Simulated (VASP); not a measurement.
# Sn3As: single point with PBE

The system is Sn3As.

```
Sn As
1.0
    -2.93976    2.93976    2.93976
     2.93976   -2.93976    2.93976
     2.93976    2.93976   -2.93976
Sn As
3 1
Cartesian
  2.9398 0.0000 0.0000
  0.0000 2.9398 0.0000
  0.0000 0.0000 2.9398
  0.0000 0.0000 0.0000
```

```json
{
 "Program": "VASP 6.6.1",
 "Task": "single point",
 "Functional": "PBE",
 "Potentials or basis": "VASP PAW PBE potentials, release 64 (Sn_d, As)",
 "Cutoff": "520 eV",
 "k mesh": "12 × 12 × 12",
 "Occupations": "gaussian, width 0.1 eV",
 "Spin": "no spin polarisation"
}
```

```json
{"Pressure": "3.8 GPa", "Band gap on the k mesh": "zero (an odd number of electrons rules out a gap without spin polarisation)"}
```

Levels at points of the mesh, in eV from the Fermi level:
```csv
k point,band 19,band 20,band 21,band 22,band 23,band 24,band 25,band 26,band 27,band 28
"(0.00, 0.00, 0.00)",-4.05,-2.96,-2.96,-2.96,-2.29,-2.29,-2.29,2.93,2.93,2.93
"(0.50, 0.00, 0.00)",-5.74,-3.44,-2.96,-0.59,0.25,0.37,0.53,2.36,3.18,4.02
"(0.50, 0.50, 0.50)",-5.18,-5.18,-5.18,-1.02,-0.27,-0.27,-0.27,6.14,6.14,6.14
```

Wall time 10 min on 1 thread of Intel Xeon 8259CL (shared host), peak memory 0.37 GiB.

Caveat: the cell stands under pressure; spin-orbit coupling is left out, which moves the levels of the heavy elements.
